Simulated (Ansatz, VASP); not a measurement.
# One calculation of Ti, two programs

File INCAR:

```
SYSTEM = Ti
ALGO = Fast
EDIFF = 1E-6
EDIFFG = -0.002
ENCUT = 600
GGA = PS
IBRION = 2
ISIF = 3
ISMEAR = 0
LASPH = .True.
LCHARG = .False.
LREAL = .False.
LWAVE = .False.
NELM = 60
NSW = 100
PREC = Accurate
SIGMA = 0.1
```

The input KPOINTS:

```
k-points
0
Gamma
  12 12 14
  0 0 0
```

Contents of POSCAR:

```
Ti
1.0
    4.5673748300      0.0000000000      0.0000000000
   -2.2836874200      3.9554626300      0.0000000000
    0.0000000000      0.0000000000      2.8262442700
Ti
3
Direct
    0.0000000000      0.0000000000      0.0000000000
    0.3333333300      0.6666666700      0.5000000000
    0.6666666700      0.3333333300      0.5000000000
```

Input for Ansatz:

```yaml
crystal:
  lattice:
    - [4.56737483, 0.0, 0.0]
    - [-2.28368742, 3.95546263, 0.0]
    - [0.0, 0.0, 2.82624427]
  atoms:
    - { symbol: Ti, position: [0.0, 0.0, 0.0] }
    - { symbol: Ti, position: [0.33333333, 0.66666667, 0.5] }
    - { symbol: Ti, position: [0.66666667, 0.33333333, 0.5] }
basis:
  ecutwfc: 420
kpoints:
  mp_grid: { grid: [12, 12, 14] }
hamiltonian:
  xc: pbesol
  pseudopotentials: { kind: paw, azcp: { folder: soft_1 } }
scf:
  occupations: { method: gaussian, width: 0.1 }
output:
  forces: true
  stress: true
  eigenvalues: true
  write_density: true
  write_potential: true
  elf: true
  volumetric_format: npy
relax:
  adjacent_minimum: "off"
  f_tol: 0.002
  max_steps: 80
  cell: { stress_tol: 0.02 }
```

Alike in both runs: task relaxation of cell and atoms; functional PBEsol; k mesh 12 × 12 × 14; occupations gaussian, width 0.1 eV; no spin polarisation.

|  | VASP | Ansatz |
| --- | --- | --- |
| version | VASP 6.6.1 | Ansatz 0.2.0 |
| potentials or method | VASP PAW PBE potentials, release 64 (Ti_sv), cutoff 600 eV | scalar-relativistic, plane waves, PAW |
| valence electrons in the cell | 36 | 36 |

VASP gave:

```
gap on the k mesh at the Fermi level, each at its own relaxed structure (eV) : none
relaxed volume (Å³/atom)                                                     : 16.44
relaxed cell length with the largest relative difference (Å)                 : 4.511
```

Which values does Ansatz return?

gap on the k mesh at the Fermi level, each at its own relaxed structure (eV): none; relaxed volume (Å³/atom): 16.46; relaxed cell length with the largest relative difference (Å): 4.514.

VASP's potentials were made for PBE, not for PBEsol, and Ansatz warns of the same on its side. A gap of «none» marks a metal or a gap that the smearing closes.
